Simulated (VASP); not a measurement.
**Ti: electric field gradients with LDA**

Crystal: Ti.

```xyz
1
Lattice="-0.0203 2.0198 2.0198 2.0198 -0.0203 2.0198 2.0198 2.0198 -0.0203" Properties=species:S:1:pos:R:3 pbc="T T T"
Ti    0.0000    0.0000    0.0000
```

This cell differs from its parent crystal: equal xy, yz and zx shear strains of -1 %.

```json
{
  "Program": "VASP 6.6.1",
  "Task": "electric field gradients",
  "Functional": "LDA",
  "Potentials or basis": "VASP PAW LDA potentials, release 64 (Ti_sv)",
  "Cutoff": "520 eV",
  "k mesh": "14 × 14 × 14",
  "Occupations": "fermi-dirac, width 0.05 eV",
  "Spin": "no spin polarisation",
  "Dipole correction": "no",
  "Further INCAR settings": "ALGO = Normal; EDIFF = 1e-08; NBANDS = 12"
}
```

```
Pressure                                : -5.0 GPa
Band gap on the k mesh                  : zero (bands 6 and 7 overlap by 1.32 eV)
Largest electric field gradient by atom : Ti +4.1 V/Å²
```

Stress tensor (GPa, compression positive):
```
-4.99  0.52  0.52
 0.52 -4.99  0.52
 0.52  0.52 -4.99
```

Levels at points of the mesh, in eV from the Fermi level:
| k point | band 4 | band 5 | band 6 | band 7 | band 8 | band 9 |
| --- | --- | --- | --- | --- | --- | --- |
| (0.00, 0.00, 0.00) | -32.12 | -6.10 | 0.81 | 0.81 | 0.98 | 2.56 |
| (0.50, 0.00, 0.00) | -32.23 | -2.67 | 0.66 | 0.79 | 0.83 | 3.67 |
| (0.50, 0.50, 0.00) | -32.40 | -2.71 | -1.83 | 3.10 | 3.69 | 4.03 |
| (0.50, 0.50, 0.50) | -32.25 | -2.65 | 0.70 | 0.70 | 0.98 | 3.75 |

Electric field gradients, principal values (V/Å²):
| atom | least | middle | greatest (by size) |
| --- | --- | --- | --- |
| 1 Ti | -2.051 | -2.051 | 4.102 |

Run time: 60 s on 1 thread of Intel Xeon 8259CL, on a shared host, peak memory 0.17 GiB.

Caveat: the cell differs from its parent crystal (equal xy, yz and zx shear strains of -1 %); the cell stands under tension; without QUAD_EFG the Cq values of the log hold for a quadrupole moment of 1 mb, not for the nuclei.
